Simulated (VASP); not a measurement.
Here is a VASP 6.6.1 calculation.

Contents of INCAR:

```
PREC = Accurate ; ENCUT = 600
EDIFF = 1E-7 ; ISMEAR = 0
SIGMA = 0.2 ; LREAL = False
LASPH = True ; NELM = 100
ALGO = Fast ; ISIF = 3
LWAVE = False ; LCHARG = False
GGA = PE ; IBRION = 2
NSW = 36 ; EDIFFG = -0.08
```

KPOINTS

```
Automatic mesh
0
Gamma
  4 4 2
```

POSCAR

```
Al2Ga3Sb3
1.0
    5.4510509000      0.0000000000      0.0000000000
   -2.7255254500      4.7207485600      0.0000000000
    0.0000000000      0.0000000000      8.4724451300
Al Ga Sb
2 3 3
Direct
    0.6666666700      0.3333333300      0.7533213700
    0.6666666700      0.3333333300      0.2466786300
    0.3333333300      0.6666666700      0.5000000000
    0.6666666700      0.3333333300      0.0000000000
    0.0000000000      0.0000000000      0.5000000000
    0.0000000000      0.0000000000      0.2753097500
    0.0000000000      0.0000000000      0.7246902500
    0.3333333300      0.6666666700      0.0000000000
```

Potentials or basis: VASP PAW PBE potentials, release 64 (Al, Ga_d, Sb).

Run with:

```console
$ cat potpaw_PBE.64/Al/POTCAR potpaw_PBE.64/Ga_d/POTCAR potpaw_PBE.64/Sb/POTCAR > POTCAR
$ mpirun -np 1 vasp_std > vasp.out
```

(1) Estimate the relaxed cell.

(2) What does it give for the space group after relaxing (to 0.1 Å)?

(3) Estimate the band gap on the k mesh.

(4) Predict the relaxed volume.

Answers

(1) a = 4.560 Å, b = 4.560 Å, c = 10.705 Å, α = 90.00°, β = 90.00°, γ = 120.00°.

(2) P-6m2 (No. 187).

(3) zero (bands 30 and 31 overlap by 1.02 eV).

(4) 24.10 Å³/atom.

Caveat: the k points lie up to 0.40 Å⁻¹ apart in the final cell, too coarse for converged energies and pressures of a metal; a cell axis changed by over 15 % at a fixed basis, so the end point is rough; spin-orbit coupling is left out, which moves the levels of the heavy elements.
